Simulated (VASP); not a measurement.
Set up this calculation in VASP 6.6.1, as the native input.

```
Task                   : relaxation of cell and atoms
Functional             : PBE
Potentials or basis    : VASP PAW PBE potentials, release 64 (Br)
Cutoff                 : 600 eV
k mesh                 : 8 × 8 × 8
Occupations            : fermi-dirac, width 0.02 eV
Spin                   : no spin polarisation
Dipole correction      : no
Further INCAR settings : ALGO = Normal; EDIFF = 1e-06; IBRION = 2; EDIFFG = -0.03; NSW = 60; ISIF = 3
```

The structure of Br lies in POSCAR:

```
Br
1.0
    0.0000000000      2.3618855945      2.3618855945
    2.3618855945      0.0000000000      2.3618855945
    2.3618855945      2.3618855945      0.0000000000
Br
1
Direct
    0.0000000000      0.0000000000      0.0000000000
```

The input as run:

INCAR

```
SYSTEM = Br
PREC = Accurate
ENCUT = 600
EDIFF = 1E-6
ISMEAR = -1
SIGMA = 0.02
LREAL = .False.
LASPH = .True.
NELM = 60
ALGO = Normal
ISIF = 3
LWAVE = .False.
LCHARG = .False.
GGA = PE
IBRION = 2
NSW = 60
EDIFFG = -0.03
```

KPOINTS

```
regular mesh
0
Gamma
  8 8 8
  0 0 0
```

Potentials or basis: VASP PAW PBE potentials, release 64 (Br).

Launch:

```sh
$ cat potpaw_PBE.64/Br/POTCAR > POTCAR
$ mpirun -np 1 vasp_std > vasp.out
```

Results of the run:

| Item | Value |
| --- | --- |
| Pressure after relaxing | 0.0 GPa |
| Band gap on the k mesh | zero (an odd number of electrons rules out a gap without spin polarisation) |

Caveat: an odd number of electrons without spin polarisation forces a metal; a magnetic or distorted state may lie lower.

Wall time 14 s on 1 thread of Intel Xeon 8259CL (shared host), peak memory 0.15 GiB.
